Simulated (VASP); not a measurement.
# LiSi8O16 (a cell with a defect) in VASP: further runs

LiSi8O16 (a cell with a defect) is run at these levels: PBE; tasks: single point.

Program: VASP 6.6.1. These are calculated values, not measurements. Logs are shortened: lines on timing, memory, paths and dates and some standing lists are left out, and cuts for length are marked.

## 1. The cell of the first run

The cell holds a defect, 25 atoms: a = 8.726 Å, b = 8.726 Å, c = 7.186 Å, α = 65.69°, β = 65.69°, γ = 48.63°.

## 2. Single point, PBE

Contents of INCAR:

```
SYSTEM = LiSi8O16
ALGO = Normal ; EDIFF = 1E-6
ENCUT = 520 ; GGA = PE
ISIF = 2 ; ISMEAR = -1
LASPH = .TRUE. ; LCHARG = .FALSE.
LREAL = Auto ; LWAVE = .FALSE.
NBANDS = 84 ; NELECT = 130.0
NELM = 60 ; PREC = Accurate
SIGMA = 0.01
```

Contents of KPOINTS:

```
Automatic mesh
0
Gamma
  1 1 1
  0.25 0.25 0.25
```

Contents of POSCAR:

```
LiSi8O16
1.0
    0.0000000000      5.0813926900      7.0944098900
    5.0813926900      0.0000000000      7.0944098900
    5.0813926900      5.0813926900      0.0000000000
Si O Li
8 16 1
Direct
    0.2487320937      0.2544767786      0.4541582787
    0.7442608884      0.7550498597      0.9554471497
    0.0797953238      0.6713071756      0.1236054097
    0.5744363041      0.1719155535      0.6280269521
    0.4235229581      0.8336650446      0.3752446726
    0.9184254406      0.3360091267      0.8759621528
    0.0007056107      0.0020762979      0.2937042276
    0.5028052247      0.5023915585      0.7917247204
    0.0922648144      0.2345289621      0.6729244235
    0.5937167061      0.7329572732      0.1742587758
    0.4862477265      0.3460401017      0.7477135873
    0.9884727175      0.8442264360      0.2475825105
    0.4144293336      0.2673724054      0.4860924877
    0.9126484220      0.7757479613      0.9774778851
    0.2006780103      0.8749772053      0.4034543973
    0.7072395531      0.3690265661      0.8890446735
    0.0052654527      0.1718355352      0.0885541022
    0.5146507943      0.6677208378      0.5824232443
    0.3769436313      0.0517445961      0.3561927798
    0.8784037453      0.5513308144      0.8572223986
    0.2862542795      0.6416906943      0.9506713791
    0.8105735420      0.1027852998      0.4926370942
    0.1145029881      0.4614889637      0.2855526903
    0.6041368092      0.9640729746      0.7951002571
    0.0201793382     -0.0852976506      0.6999401691
```

Potentials or basis: VASP PAW PBE potentials, release 64 (Si, O, Li_sv).

Started as:

```sh
cat potpaw_PBE.64/Si/POTCAR potpaw_PBE.64/O/POTCAR potpaw_PBE.64/Li_sv/POTCAR > POTCAR
mpirun -np 1 vasp_std > vasp.out
```

OUTCAR:

```text
SYSTEM = LiSi8O16
   EDIFF = 1E-6
   ENCUT = 520
   GGA = PE
   ISIF = 2
   ISMEAR = -1
   LASPH = .TRUE.
   LREAL = Auto
   NELECT = 130.0
   NELM = 60
   PREC = Accurate

 ion  position               nearest neighbor table
   1  0.249  0.254  0.454-  19 1.62  13 1.63  23 1.63   9 1.64   4 3.10   3 3.12   5 3.12   6 3.14

   2  0.744  0.755  0.955-  10 1.62  20 1.62  24 1.62  14 1.67   5 3.10   4 3.11   6 3.11
   3  0.080  0.671  0.124-  23 1.61  12 1.62  21 1.63  14 1.67   1 3.12   7 3.14
   4  0.574  0.172  0.628-  13 1.62  11 1.62  24 1.62  22 1.66   1 3.10   2 3.11   8 3.15
   5  0.424  0.834  0.375-  19 1.62  10 1.62  18 1.62  15 1.66   2 3.10   8 3.12   1 3.12
   6  0.918  0.336  0.876-  20 1.62  16 1.63  17 1.64   9 1.64   2 3.11   8 3.12   7 3.13   1 3.14

   7  0.001  0.002  0.294-  17 1.61  12 1.62  22 1.65  15 1.66  25 2.75   6 3.13   3 3.14
   8  0.503  0.502  0.792-  11 1.62  18 1.62  16 1.62  21 1.64   5 3.12   6 3.12   4 3.15
   9  0.092  0.235  0.673-   6 1.64   1 1.64
  10  0.594  0.733  0.174-   5 1.62   2 1.62
  11  0.486  0.346  0.748-   4 1.62   8 1.62
  12  0.988  0.844  0.248-   7 1.62   3 1.62
  13  0.414  0.267  0.486-   4 1.62   1 1.63
  14  0.913  0.776  0.977-   3 1.67   2 1.67  25 2.07
  15  0.201  0.875  0.403-   7 1.66   5 1.66  25 2.06
  16  0.707  0.369  0.889-   8 1.62   6 1.63
  17  0.005  0.172  0.089-   7 1.61   6 1.64
  18  0.515  0.668  0.582-   5 1.62   8 1.62
  19  0.377  0.052  0.356-   5 1.62   1 1.62
  20  0.878  0.551  0.857-   2 1.62   6 1.62
  21  0.286  0.642  0.951-   3 1.63   8 1.64
  22  0.811  0.103  0.493-   7 1.65   4 1.66  25 2.13
  23  0.115  0.461  0.286-   3 1.61   1 1.63
  24  0.604  0.964  0.795-   2 1.62   4 1.62
  25  0.020  0.915  0.700-  15 2.06  14 2.07  22 2.13   7 2.75

  LATTYP: Found a body centered tetragonal cell.
 ALAT       =     7.1861744579
 C/A-ratio  =     1.9744608015

  Lattice vectors:

 A1 = (  -5.0813926900,   0.0000000000,   7.0944098900)
 A2 = (   5.0813926900,   0.0000000000,   7.0944098900)
 A3 = (   0.0000000000,   5.0813926900,  -7.0944098900)

Analysis of symmetry for initial positions (statically):
=====================================================================
 Subroutine PRICEL returns:
 Original cell was already a primitive cell.

 Routine SETGRP: Setting up the symmetry group for a
 body centered tetragonal supercell.

 Subroutine GETGRP returns: Found  1 space group operations
 (whereof  1 operations were pure point group operations)
 out of a pool of 16 trial point group operations.

The static configuration has the point symmetry C_1 .

Analysis of symmetry for dynamics (positions and initial velocities):
=====================================================================
 Subroutine PRICEL returns:
 Original cell was already a primitive cell.

 Routine SETGRP: Setting up the symmetry group for a
 body centered tetragonal supercell.

 Subroutine GETGRP returns: Found  1 space group operations
 (whereof  1 operations were pure point group operations)
 out of a pool of 16 trial point group operations.

The dynamic configuration has the point symmetry C_1 .

 Subroutine INISYM returns: Found  1 space group operations
 (whereof  1 operations are pure point group operations),
 and found     1 'primitive' translations

----------------------------------------------------------------------------------------

                                     Primitive cell

  volume of cell :     366.3632

  direct lattice vectors                    reciprocal lattice vectors
     0.000000000  5.081392690  7.094409890    -0.098398221  0.098398221  0.070478025
     5.081392690  0.000000000  7.094409890     0.098398221 -0.098398221  0.070478025
     5.081392690  5.081392690  0.000000000     0.098398221  0.098398221 -0.070478025

  length of vectors
     8.726465685  8.726465685  7.186174458     0.155985806  0.155985806  0.155985806

  position of ions in fractional coordinates (direct lattice)
     0.248732094  0.254476779  0.454158279
     0.744260888  0.755049860  0.955447150
     0.079795324  0.671307176  0.123605410
     0.574436304  0.171915553  0.628026952
     0.423522958  0.833665045  0.375244673
     0.918425441  0.336009127  0.875962153
[... 17 lines left out ...]
     0.604136809  0.964072975  0.795100257
     0.020179338  0.914702349  0.699940169

  ion indices of the primitive-cell ions
   primitive index   ion index
                 1           1
                 2           2
                 3           3
                 4           4
                 5           5
                 6           6
[... 17 lines left out ...]
                24          24
                25          25

----------------------------------------------------------------------------------------

 KPOINTS: Automatic mesh

Automatic generation of k-mesh.
 Grid dimensions read from file:
 generate k-points for:    1    1    1

 Generating k-lattice:

  Cartesian coordinates                     Fractional coordinates (reciprocal lattice)
    -0.098398221  0.098398221  0.070478025     1.000000000  0.000000000  0.000000000
     0.098398221 -0.098398221  0.070478025     0.000000000  1.000000000  0.000000000
     0.098398221  0.098398221 -0.070478025    -0.000000000 -0.000000000  1.000000000

  Length of vectors
     0.155985806  0.155985806  0.155985806

  Shift w.r.t. Gamma in fractional coordinates (k-lattice)
     0.250000000  0.250000000  0.250000000

 Subroutine IBZKPT returns following result:
 ===========================================

 Found      4 irreducible k-points:

 Following reciprocal coordinates:
            Coordinates               Weight
  0.250000  0.250000  0.250000      2.000000
  0.250000 -0.000000  0.000000      2.000000
 -0.000000 -0.000000 -0.250000      2.000000
 -0.000000  0.250000  0.000000      2.000000
   k-points           NKPTS =      4   k-points in BZ     NKDIM =      4   number of bands    NBANDS=     84
   number of dos      NEDOS =    301   number of ions     NIONS =     25
   total plane-waves  NPLWV = 264600
   dimension x,y,z NGX =    70 NGY =   70 NGZ =   54
   dimension x,y,z NGXF=   140 NGYF=  140 NGZF=  108
   ions per type =               8  16   1
   NGX,Y,Z   is equivalent  to a cutoff of  13.34, 13.34, 12.49 a.u.
   NGXF,Y,Z  is equivalent  to a cutoff of  26.67, 26.67, 24.98 a.u.
 SYSTEM =  LiSi8O16
   PREC   = accura    normal or accurate (medium, high low for compatibility)
   ISTART =      0    job   : 0-new  1-cont  2-samecut
   ICHARG =      2    charge: 1-file 2-atom 10-const
   ISPIN  =      1    spin polarized calculation?
   LNONCOLLINEAR =      F non collinear calculations
   LSORBIT =      F    spin-orbit coupling
   LASPH  =      T    aspherical Exc in radial PAW
   ENCUT  =  520.0 eV  38.22 Ry    6.18 a.u.  16.23 16.23 13.36*2*pi/ulx,y,z
   NELM   =     60;   NELMIN=  2; NELMDL= -5     # of ELM steps
   EDIFF  = 0.1E-05   stopping-criterion for ELM
   LREAL  =      T    real-space projection
   EDIFFG = 0.1E-04   stopping-criterion for IOM
   NSW    =      0    number of steps for IOM
[... 5 lines left out ...]
   TEBEG  =    0.0;   TEEND  =   0.0 temperature during run
   PSTRESS=    0.0 pullay stress
   NELECT =     130.0000    total number of electrons
   NUPDOWN=      -1.0000    fix difference up-down
   EMIN   =  10.00;   EMAX   =-10.00  energy-range for DOS
   EFERMI =   0.00;   METHOD = LEGACY
   ISMEAR =    -1;   SIGMA  =   0.01  broadening in eV -4-tet -1-fermi 0-gaus
   EFERMI_NEDOS =   21; number of points for ismear=-14 and -15
   IALGO  =     38    algorithm
   IMIX   =      4    mixing-type and parameters
     AMIX     =   0.40;   BMIX     =  1.00
     AMIX_MAG =   1.60;   BMIX_MAG =  1.00
  volume/ion in A,a.u.               =      14.65        98.89
  Fermi-wavevector in a.u.,A,eV,Ry     =   1.159005  2.190202 18.276609  1.343293
  Thomas-Fermi vector in A             =   2.295602
   LORBIT       =      0    0 simple, 1 ext, 2 COOP (PROOUT), +10 PAW based schemes
   GGA     = PE    functional components
   LHFCALC =     F    Hartree Fock is set to
   AEXX    =    0.0000 exact exchange contribution
   IVDW    =     0    specifies the selected vdW correction
   LEPSILON=     F    determine dielectric tensor
   LRPA    =     F    only Hartree local field effects (RPA)
 non-spin polarized calculation
  energy-cutoff  :      520.00
  volume of cell :      366.36
 maximum number of plane-waves:      9873
 NGX is ok and might be reduce to    70
   NGX = 33   NGY = 33   NGZ = 27

 number of electron     129.9999997 magnetization

 Free energy of the ion-electron system (eV)
  ---------------------------------------------------
  ext. energy  EPLUGINS =         0.00000000
  ---------------------------------------------------
  free energy    TOTEN  =      -196.11860050 eV

  energy without entropy =     -196.11860050  energy(sigma->0) =     -196.11860050

 E-fermi :   0.2254     XC(G=0):  -8.1926

 val. band max:       -0.1280140135   @ k =   0.2500  -0.0000   0.0000
 cond. band min:       5.6952136840   @ k =  -0.0000  -0.0000  -0.2500
 fundamental gap:      5.8232276975
 Fermi energy:         0.2253840279

 k-point     1 :       0.2500    0.2500    0.2500
  band No.  band energies     occupation
      1     -43.8252      2.00000
      2     -19.3036      2.00000
      3     -18.8385      2.00000
      4     -18.6954      2.00000
      5     -18.6067      2.00000
      6     -18.3452      2.00000
[... 69 lines left out ...]
     76       9.2590      0.00000
     77       9.3621      0.00000

 k-point     2 :       0.2500   -0.0000    0.0000
  band No.  band energies     occupation
      1     -43.8252      2.00000
      2     -19.3016      2.00000
      3     -18.7968      2.00000
      4     -18.7613      2.00000
      5     -18.6148      2.00000
      6     -18.3107      2.00000
[... 69 lines left out ...]
     76       9.2939      0.00000
     77       9.3680      0.00000

 k-point     3 :      -0.0000   -0.0000   -0.2500
  band No.  band energies     occupation
      1     -43.8252      2.00000
      2     -19.3039      2.00000
      3     -18.8318      2.00000
      4     -18.6739      2.00000
      5     -18.6497      2.00000
      6     -18.3288      2.00000
[... 69 lines left out ...]
     76       9.3226      0.00000
     77       9.3806      0.00000

 k-point     4 :      -0.0000    0.2500    0.0000
  band No.  band energies     occupation
      1     -43.8252      2.00000
      2     -19.3068      2.00000
      3     -18.8260      2.00000
      4     -18.6512      2.00000
      5     -18.6414      2.00000
      6     -18.3980      2.00000
[... 69 lines left out ...]
     76       9.2622      0.00000
     77       9.3926      0.00000
 [bands above 77 left out]

------------------------ aborting loop because EDIFF is reached ----------------------------------------

  FORCE on cell =-STRESS in cart. coord.  units (eV):
  Direction    XX          YY          ZZ          XY          YZ          ZX
  --------------------------------------------------------------------------------------
  -------------------------------------------------------------------------------------
  Total       -7.3695476     -9.9326416     -8.7656451     -0.0076380     -0.7942700      0.5875844
  in kB      -32.2284648    -43.4373736    -38.3338709     -0.0334026     -3.4734972      2.5696210
  external PRESSURE =     -37.9999031 kB  Pullay stress =       0.0000000 kB

 VOLUME and BASIS-vectors are now :
 -----------------------------------------------------------------------------
  energy-cutoff  :      520.00
  volume of cell :      366.36
      direct lattice vectors                 reciprocal lattice vectors
     0.000000000  5.081392690  7.094409890    -0.098398221  0.098398221  0.070478025
     5.081392690  0.000000000  7.094409890     0.098398221 -0.098398221  0.070478025
     5.081392690  5.081392690  0.000000000     0.098398221  0.098398221 -0.070478025

 POSITION                                       TOTAL-FORCE (eV/Angst)
 -----------------------------------------------------------------------------------
      3.60085      3.57166      3.56997        -0.009798     -0.016083      0.004117
      8.69171      8.63688     10.63672        -0.012600     -0.001660      0.000601
      4.03926      1.03356      5.32863         0.026723     -0.022560     -0.003967
      4.06482      6.11019      5.29493         0.019359     -0.018072      0.004204
      6.14294      4.05885      8.91901        -0.016745      0.013895      0.002241
      6.15850      9.11799      8.89947        -0.018852      0.026456     -0.001865
[... 17 lines left out ...]
      8.93905      7.11007     11.12552         0.002130      0.011026      0.015023
      8.20463      3.65921      6.63243         0.008739     -0.000150      0.003364
 -----------------------------------------------------------------------------------
    total drift:                               -0.002290     -0.003555     -0.004820

  FREE ENERGIE OF THE ION-ELECTRON SYSTEM (eV)
  ---------------------------------------------------
  free  energy   TOTEN  =      -196.1186004963 eV

  energy  without entropy=     -196.1186004963  energy(sigma->0) =     -196.11860050
```

It took 5.2 min on 1 thread of Intel Xeon Platinum 8488C (Sapphire Rapids), shared host; peak memory 0.56 GiB.

Results:

```yaml
Free_energy: -196.1186 eV
Largest_force: 0.035 eV/Å
```

Forces on the atoms (eV/Å):
```
Si  -0.010 -0.016  0.004
Si  -0.013 -0.002  0.001
Si   0.027 -0.023 -0.004
Si   0.019 -0.018  0.004
Si  -0.017  0.014  0.002
Si  -0.019  0.026 -0.002
Si   0.008  0.013 -0.007
Si   0.012  0.009 -0.005
O   -0.002 -0.003  0.013
O    0.006 -0.005  0.011
O    0.001  0.003  0.019
O   -0.006  0.006  0.017
O   -0.002 -0.002 -0.013
O   -0.003  0.002 -0.011
O   -0.003 -0.005  0.000
O    0.002 -0.001  0.001
O   -0.005 -0.014 -0.005
O   -0.001 -0.001 -0.015
O   -0.001 -0.003 -0.004
O    0.001 -0.003 -0.002
O   -0.013 -0.004 -0.006
O    0.001 -0.004 -0.020
O    0.006  0.019  0.003
O    0.002  0.011  0.015
Li   0.009  0.000  0.003
```

Caveat: the cell carries a net charge on a neutralising background, which shifts energy and pressure; the cell is charged against a uniform background, so pressure and absolute levels hang on convention; the cutoff is under 1.25 times the usual one of these potentials, so pressure, stress and relaxed cells hold a basis-set (Pulay) error.

[end of part 1 of 2]
